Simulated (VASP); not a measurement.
Write the native input for VASP 6.6.1 that does the following.

```yaml
Task: relaxation of cell and atoms
Functional: LDA
Potentials_or_basis: VASP PAW LDA potentials, release 64 (Sc_sv, Hg)
Cutoff: 600 eV
k_mesh: 10 × 10 × 10
Occupations: fermi-dirac, width 0.05 eV
Spin: no spin polarisation
Dipole_correction: no
Further_INCAR_settings: ALGO = Normal; EDIFF = 1e-06; IBRION = 2; EDIFFG = -0.002; NSW = 100; ISIF = 3
```

The structure of ScHg lies in POSCAR:

```
ScHg
1.0
    3.4800000000      0.0000000000      0.0000000000
    0.0000000000      3.4800000000      0.0000000000
    0.0000000000      0.0000000000      3.4800000000
Sc Hg
1 1
Direct
    0.5000000000      0.5000000000      0.5000000000
    0.0000000000      0.0000000000      0.0000000000
```

These files were run (other wordings do the same):

INCAR

```
PREC = Accurate ; ENCUT = 600
EDIFF = 1E-6 ; ISMEAR = -1
SIGMA = 0.05 ; LREAL = F
LASPH = T ; NELM = 80
ALGO = Normal ; ISIF = 3
LWAVE = F ; LCHARG = F
GGA = CA ; IBRION = 2
NSW = 100 ; EDIFFG = -0.002
```

KPOINTS

```
Automatic mesh
0
Gamma
  10 10 10
```

Potentials or basis: VASP PAW LDA potentials, release 64 (Sc_sv, Hg).

Command:

```console
$ cat potpaw_LDA.64/Sc_sv/POTCAR potpaw_LDA.64/Hg/POTCAR > POTCAR
$ mpirun -np 1 vasp_std > vasp.out
```

Results of the run:

The relaxed volume is 20.23 Å³/atom. The relaxed cell is a = 3.433 Å, b = 3.433 Å, c = 3.433 Å, α = 90.00°, β = 90.00°, γ = 90.00°, the space group after relaxing (to 0.05 Å) is Pm-3m (No. 221) and the energy gained by relaxing is 9.5 meV/atom. The ionic steps are 4 and the pressure after relaxing is 0.0 GPa.

Run time: 60 s on 1 thread of Intel(R) Xeon(R) Platinum 8259CL CPU @ 2.50GHz (Skylake/Cascade Lake), with other jobs on the host, peak memory 0.18 GiB.
